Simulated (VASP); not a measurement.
# BaPbO3 (Imma) in VASP: single point with LDA

Aim: the single point of BaPbO3 with LDA.

Program: VASP 6.6.1. These are calculated values, not measurements. Logs are shortened: lines on timing, memory, paths and dates and some standing lists are left out, and cuts for length are marked.

**1. The cell of the first run**

Symmetry: Imma, No. 74, orthorhombic system. Conventional cell: a = 6.007 Å, b = 8.476 Å, c = 6.063 Å, α = 90.00°, β = 90.00°, γ = 90.00°. Ba (site symmetry mm2) has 12 O at 2.72 to 3.34 Å and 8 Pb at 3.68 to 3.72 Å within 3.8 Å. Pb (site symmetry 2/m) has 6 O at 2.14 to 2.15 Å within 2.8 Å. O (site symmetry 2) has 2 Pb at 2.15 Å and 4 Ba at 2.82 to 3.21 Å and 8 O at 3.00 to 3.08 Å within 3.3 Å. O (site symmetry mm2) has 2 Pb at 2.14 Å and 1 Ba at 2.72 Å within 2.8 Å.

**2. Single point, LDA**

File INCAR:

```
ALGO = Normal ; EDIFF = 1E-6
ENCUT = 520 ; GGA = CA
ISIF = 2 ; ISMEAR = 0
LASPH = True ; LCHARG = True
LELF = True ; LREAL = False
LVHAR = True ; LWAVE = False
NBANDS = 53 ; NELM = 80
PREC = Accurate ; SIGMA = 0.1
```

File KPOINTS:

```
k-points
0
Gamma
  4 4 4
```

File POSCAR:

```
BaPbO3
1.0
   -3.0035000000      4.2380000000      3.0315000000
    3.0035000000     -4.2380000000      3.0315000000
    3.0035000000      4.2380000000     -3.0315000000
Ba Pb O
2 2 6
Direct
    0.2467000000      0.9967000000      0.2500000000
    0.7533000000      0.0033000000      0.7500000000
    0.5000000000      0.5000000000      0.0000000000
    0.0000000000      0.5000000000      0.5000000000
    0.2187000000      0.5000000000      0.2187000000
    0.7813000000      0.0000000000      0.2813000000
    0.7813000000      0.5000000000      0.7813000000
    0.2187000000      0.0000000000      0.7187000000
    0.6953000000      0.4453000000      0.2500000000
    0.3047000000      0.5547000000      0.7500000000
```

Potentials or basis: VASP PAW LDA potentials, release 64 (Ba_sv, Pb_d, O).

The run is started by

```console
cat potpaw_LDA.64/Ba_sv/POTCAR potpaw_LDA.64/Pb_d/POTCAR potpaw_LDA.64/O/POTCAR > POTCAR
mpirun -np 1 vasp_std > vasp.out
```

OUTCAR:

```text
EDIFF = 1E-6
   ENCUT = 520
   GGA = CA
   ISIF = 2
   ISMEAR = 0
   LASPH = True
   LREAL = False
   NELM = 80
   PREC = Accurate

 ion  position               nearest neighbor table
   1  0.247  0.997  0.250-   9 2.72   6 2.82   7 2.82   8 2.82   5 2.82  10 3.02  10 3.02   5 3.21
                             8 3.21   7 3.21   6 3.21   9 3.34   4 3.68   3 3.68   3 3.68   4 3.68
   2  0.753  0.003  0.750-  10 2.72   8 2.82   7 2.82   5 2.82   6 2.82   9 3.02   9 3.02   7 3.21
                             6 3.21   5 3.21   8 3.21  10 3.34   3 3.68   3 3.68   4 3.68   4 3.68
   3  0.500  0.500  0.000-   9 2.14  10 2.14   7 2.15   5 2.15   6 2.15   8 2.15   2 3.68   1 3.68
                             2 3.68   1 3.68   1 3.68   2 3.68   1 3.72   2 3.72
   4  0.000  0.500  0.500-   9 2.14  10 2.14   8 2.15   5 2.15   7 2.15   6 2.15   2 3.68   2 3.68
                             1 3.68   1 3.68   1 3.68   2 3.68   2 3.72   1 3.72
   5  0.219  0.500  0.219-   3 2.15   4 2.15   1 2.82   2 2.82   2 3.21   1 3.21
   6  0.781  0.000  0.281-   4 2.15   3 2.15   1 2.82   2 2.82   2 3.21   1 3.21
   7  0.781  0.500  0.781-   3 2.15   4 2.15   1 2.82   2 2.82   2 3.21   1 3.21
   8  0.219  0.000  0.719-   3 2.15   4 2.15   2 2.82   1 2.82   1 3.21   2 3.21
   9  0.695  0.445  0.250-   3 2.14   4 2.14   1 2.72   2 3.02   2 3.02   1 3.34
  10  0.305  0.555  0.750-   3 2.14   4 2.14   2 2.72   1 3.02   1 3.02   2 3.34

  LATTYP: Found a body centered orthorhombic cell.
 ALAT       =     6.0070000000
 B/A-ratio  =     1.0093224571
 C/A-ratio  =     1.4110204761

  Lattice vectors:

 A1 = (   3.0035000000,  -4.2380000000,  -3.0315000000)
 A2 = (  -3.0035000000,  -4.2380000000,   3.0315000000)
 A3 = (  -3.0035000000,   4.2380000000,  -3.0315000000)

Analysis of symmetry for initial positions (statically):
=====================================================================
 Subroutine PRICEL returns:
 Original cell was already a primitive cell.

 Routine SETGRP: Setting up the symmetry group for a
 body centered orthorhombic supercell.

 Subroutine GETGRP returns: Found  8 space group operations
 (whereof  4 operations were pure point group operations)
 out of a pool of  8 trial point group operations.

The static configuration has the point symmetry C_2h.
 The point group associated with its full space group is D_2h.

Analysis of symmetry for dynamics (positions and initial velocities):
=====================================================================
 Subroutine PRICEL returns:
 Original cell was already a primitive cell.

 Routine SETGRP: Setting up the symmetry group for a
 body centered orthorhombic supercell.

 Subroutine GETGRP returns: Found  8 space group operations
 (whereof  4 operations were pure point group operations)
 out of a pool of  8 trial point group operations.

The dynamic configuration has the point symmetry C_2h.
 The point group associated with its full space group is D_2h.

 Subroutine INISYM returns: Found  8 space group operations
 (whereof  4 operations are pure point group operations),
 and found     1 'primitive' translations

----------------------------------------------------------------------------------------

                                     Primitive cell

  volume of cell :     154.3498

  direct lattice vectors                    reciprocal lattice vectors
    -3.003500000  4.238000000  3.031500000     0.000000000  0.117980179  0.164934851
     3.003500000 -4.238000000  3.031500000     0.166472449  0.000000000  0.164934851
     3.003500000  4.238000000 -3.031500000     0.166472449  0.117980179  0.000000000

  length of vectors
     6.014287032  6.014287032  6.014287032     0.202787642  0.234342871  0.204040189

  position of ions in fractional coordinates (direct lattice)
     0.246700000  0.996700000  0.250000000
     0.753300000  0.003300000  0.750000000
     0.500000000  0.500000000  0.000000000
     0.000000000  0.500000000  0.500000000
     0.218700000  0.500000000  0.218700000
     0.781300000  0.000000000  0.281300000
     0.781300000  0.500000000  0.781300000
     0.218700000  0.000000000  0.718700000
     0.695300000  0.445300000  0.250000000
     0.304700000  0.554700000  0.750000000

  ion indices of the primitive-cell ions
   primitive index   ion index
                 1           1
                 2           2
                 3           3
                 4           4
                 5           5
                 6           6
                 7           7
                 8           8
                 9           9
                10          10

----------------------------------------------------------------------------------------

 KPOINTS: k-points

Automatic generation of k-mesh.
 Grid dimensions read from file:
 generate k-points for:    4    4    4

 Generating k-lattice:

  Cartesian coordinates                     Fractional coordinates (reciprocal lattice)
     0.000000000  0.029495045  0.041233713     0.250000000  0.000000000  0.000000000
     0.041618112  0.000000000  0.041233713     0.000000000  0.250000000  0.000000000
     0.041618112  0.029495045  0.000000000     0.000000000  0.000000000  0.250000000

  Length of vectors
     0.050696910  0.058585718  0.051010047

  Shift w.r.t. Gamma in fractional coordinates (k-lattice)
     0.000000000  0.000000000  0.000000000

 Subroutine IBZKPT returns following result:
 ===========================================

 Found     18 irreducible k-points:

 Following reciprocal coordinates:
            Coordinates               Weight
  0.000000  0.000000  0.000000      1.000000
  0.250000  0.000000 -0.000000      4.000000
  0.500000  0.000000 -0.000000      2.000000
  0.000000  0.250000 -0.000000      4.000000
  0.250000  0.250000 -0.000000      8.000000
  0.500000  0.250000 -0.000000      8.000000
[... 10 lines left out ...]
 -0.250000 -0.250000  0.250000      2.000000
  0.500000  0.500000  0.500000      1.000000
   k-points           NKPTS =     18   k-points in BZ     NKDIM =     18   number of bands    NBANDS=     53
   number of dos      NEDOS =    301   number of ions     NIONS =     10
   total plane-waves  NPLWV = 110592
   dimension x,y,z NGX =    48 NGY =   48 NGZ =   48
   dimension x,y,z NGXF=    96 NGYF=   96 NGZF=   96
   ions per type =               2   2   6
   NGX,Y,Z   is equivalent  to a cutoff of  13.27, 13.27, 13.27 a.u.
   NGXF,Y,Z  is equivalent  to a cutoff of  26.54, 26.54, 26.54 a.u.
 SYSTEM =  unknown system
   PREC   = accura    normal or accurate (medium, high low for compatibility)
   ISTART =      0    job   : 0-new  1-cont  2-samecut
   ICHARG =      2    charge: 1-file 2-atom 10-const
   ISPIN  =      1    spin polarized calculation?
   LNONCOLLINEAR =      F non collinear calculations
   LSORBIT =      F    spin-orbit coupling
   LASPH  =      T    aspherical Exc in radial PAW
   ENCUT  =  520.0 eV  38.22 Ry    6.18 a.u.  11.18 11.18 11.18*2*pi/ulx,y,z
   NELM   =     80;   NELMIN=  2; NELMDL= -5     # of ELM steps
   EDIFF  = 0.1E-05   stopping-criterion for ELM
   LREAL  =      F    real-space projection
[... 7 lines left out ...]
   TEBEG  =    0.0;   TEEND  =   0.0 temperature during run
   PSTRESS=    0.0 pullay stress
   NELECT =      84.0000    total number of electrons
   NUPDOWN=      -1.0000    fix difference up-down
   EMIN   =  10.00;   EMAX   =-10.00  energy-range for DOS
   EFERMI =   0.00;   METHOD = LEGACY
   ISMEAR =     0;   SIGMA  =   0.10  broadening in eV -4-tet -1-fermi 0-gaus
   EFERMI_NEDOS =   21; number of points for ismear=-14 and -15
   IALGO  =     38    algorithm
   IMIX   =      4    mixing-type and parameters
     AMIX     =   0.40;   BMIX     =  1.00
     AMIX_MAG =   1.60;   BMIX_MAG =  1.00
  volume/ion in A,a.u.               =      15.43       104.16
  Fermi-wavevector in a.u.,A,eV,Ry     =   1.336593  2.525795 24.306551  1.786481
  Thomas-Fermi vector in A             =   2.465208
   LORBIT       =      0    0 simple, 1 ext, 2 COOP (PROOUT), +10 PAW based schemes
   GGA     = CA    functional components
   LHFCALC =     F    Hartree Fock is set to
   AEXX    =    0.0000 exact exchange contribution
   IVDW    =     0    specifies the selected vdW correction
   LEPSILON=     F    determine dielectric tensor
   LRPA    =     F    only Hartree local field effects (RPA)
 non-spin polarized calculation
 Gauss-broadening in eV      SIGMA  =   0.10
  energy-cutoff  :      520.00
  volume of cell :      154.35
 maximum number of plane-waves:      4171
 NGX is ok and might be reduce to    48
   NGX = 23   NGY = 23   NGZ = 23

 number of electron      84.0000017 magnetization

 Free energy of the ion-electron system (eV)
  ---------------------------------------------------
  ext. energy  EPLUGINS =         0.00000000
  ---------------------------------------------------
  free energy    TOTEN  =       -65.14591679 eV

  energy without entropy =      -65.14459636  energy(sigma->0) =      -65.14525658

 E-fermi :   3.4378     XC(G=0): -11.1778

 val. band max:        3.3166080090   @ k =   0.0000   0.0000   0.0000
 cond. band min:       3.5105041551   @ k =   0.0000   0.0000   0.0000
 fundamental gap:      0.1938961461
 Fermi energy:         3.4377715890

 k-point     1 :       0.0000    0.0000    0.0000
  band No.  band energies     occupation
      1     -21.5700      2.00000
      2     -21.4409      2.00000
      3     -14.1938      2.00000
      4     -14.1418      2.00000
      5     -13.8411      2.00000
      6     -12.6893      2.00000
[... 45 lines left out ...]
     52      10.6874      0.00000
     53      10.7549      0.00000

 k-point     2 :       0.2500    0.0000   -0.0000
  band No.  band energies     occupation
      1     -21.5475      2.00000
      2     -21.4567      2.00000
      3     -14.0786      2.00000
      4     -14.0325      2.00000
      5     -13.7636      2.00000
      6     -13.2076      2.00000
[... 888 lines left out ...]
 k-point    18 :       0.5000    0.5000    0.5000
  band No.  band energies     occupation
      1     -21.5167      2.00000
      2     -21.4745      2.00000
      3     -14.1420      2.00000
      4     -14.1286      2.00000
      5     -14.1145      2.00000
      6     -12.7977      2.00000
[... 45 lines left out ...]
     52      11.6249      0.00000
     53      11.6783      0.00000

------------------------ aborting loop because EDIFF is reached ----------------------------------------

  FORCE on cell =-STRESS in cart. coord.  units (eV):
  Direction    XX          YY          ZZ          XY          YZ          ZX
  --------------------------------------------------------------------------------------
  -------------------------------------------------------------------------------------
  Total       -1.0720872     -0.5920914     -0.8066080      0.0000000      0.0000000      0.0000000
  in kB      -11.1284465     -6.1460086     -8.3727274      0.0000000      0.0000000      0.0000000
  external PRESSURE =      -8.5490608 kB  Pullay stress =       0.0000000 kB

 VOLUME and BASIS-vectors are now :
 -----------------------------------------------------------------------------
  energy-cutoff  :      520.00
  volume of cell :      154.35
      direct lattice vectors                 reciprocal lattice vectors
    -3.003500000  4.238000000  3.031500000     0.000000000  0.117980179  0.164934851
     3.003500000 -4.238000000  3.031500000     0.166472449  0.000000000  0.164934851
     3.003500000  4.238000000 -3.031500000     0.166472449  0.117980179  0.000000000

 POSITION                                       TOTAL-FORCE (eV/Angst)
 -----------------------------------------------------------------------------------
      3.00350     -2.11900      3.01149        -0.000000     -0.000000     -0.031326
      0.00000      6.35700      0.02001         0.000000     -0.000000      0.031326
      0.00000      0.00000      3.03150        -0.000000     -0.000000     -0.000000
      3.00350      0.00000      0.00000        -0.000000     -0.000000      0.000000
      1.50175     -0.26530      1.51575         0.000000     -0.087412     -0.000000
     -1.50175      4.50330      1.51575        -0.000000      0.087412      0.000000
      1.50175      4.50330      1.51575        -0.000000      0.087412      0.000000
      1.50175      3.97270     -1.51575         0.000000     -0.087412     -0.000000
     -0.00000      2.11900      2.69985         0.000000     -0.000000     -0.169673
      3.00350      2.11900      0.33165         0.000000     -0.000000      0.169673
 -----------------------------------------------------------------------------------
    total drift:                               -0.000000     -0.000000      0.000000

  FREE ENERGIE OF THE ION-ELECTRON SYSTEM (eV)
  ---------------------------------------------------
  free  energy   TOTEN  =       -65.1459167885 eV

  energy  without entropy=      -65.1445963641  energy(sigma->0) =      -65.14525658
```

Run time: 6.1 min. Hardware: 1 thread of AMD EPYC 7R43 (Zen 3), shared host; peak memory 0.29 GiB.

What came out:

```yaml
Free_energy: -65.1459 eV
Pressure: -0.9 GPa
Largest_force: 0.170 eV/Å
Band_gap_on_the_k_mesh: 0.19 eV
```

Forces on the atoms (eV/Å):
```
Ba   0.000  0.000 -0.031
Ba   0.000  0.000  0.031
Pb   0.000  0.000  0.000
Pb   0.000  0.000  0.000
O    0.000 -0.087  0.000
O    0.000  0.087  0.000
O    0.000  0.087  0.000
O    0.000 -0.087  0.000
O    0.000  0.000 -0.170
O    0.000  0.000  0.170
```

Levels at points of the mesh, in eV from the valence-band top:
```csv
k point,band 38,band 39,band 40,band 41,band 42,band 43,band 44,band 45,band 46,band 47
"(0.00, 0.00, 0.00)",-0.52,-0.29,-0.20,-0.10,0.00,0.19,4.73,4.87,4.97,5.05
"(0.50, 0.00, 0.00)",-0.55,-0.51,-0.48,-0.38,-0.32,2.66,2.74,6.29,6.50,6.52
"(0.00, 0.50, 0.00)",-0.83,-0.76,-0.72,-0.08,-0.06,3.22,4.98,6.23,6.48,7.03
"(0.50, 0.50, 0.00)",-0.69,-0.53,-0.53,-0.44,-0.44,2.78,2.78,6.49,6.49,6.61
"(0.50, 0.50, 0.50)",-0.92,-0.80,-0.73,-0.14,-0.02,3.16,4.98,6.54,6.84,6.99
```

Caveat: spin-orbit coupling is left out, which moves the levels of the heavy elements.
